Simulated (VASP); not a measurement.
Here is a VASP 6.6.1 calculation.

File INCAR:

```
ALGO = Normal ; EDIFF = 1E-6
ENCUT = 520 ; GGA = PE
ISIF = 2 ; ISMEAR = -1
LASPH = T ; LCHARG = T
LELF = T ; LREAL = F
LVHAR = T ; LWAVE = F
NBANDS = 9 ; NELM = 60
PREC = Accurate ; SIGMA = 0.1
```

The input KPOINTS:

```
k-points
0
Gamma
  12 12 12
```

POSCAR

```
Be
1.0
    0.0000000000      2.4494676805      2.4494676805
    2.4494676805      0.0000000000      2.4494676805
    2.4494676805      2.4494676805      0.0000000000
Be
2
Direct
    0.1250000000      0.1250000000      0.1250000000
    0.8750000000      0.8750000000      0.8750000000
```

Potentials or basis: VASP PAW PBE potentials, release 64 (Be).

Command:

```bash
$ cat potpaw_PBE.64/Be/POTCAR > POTCAR
$ mpirun -np 1 vasp_std > vasp.out
```

Task: What does it give for the pressure?

Result: 0.0 GPa.

Task: Predict the band gap on the k mesh.

Result: Zero (band 2 reaches 6.54 eV, above the bottom of band 3 at 0.40 eV).
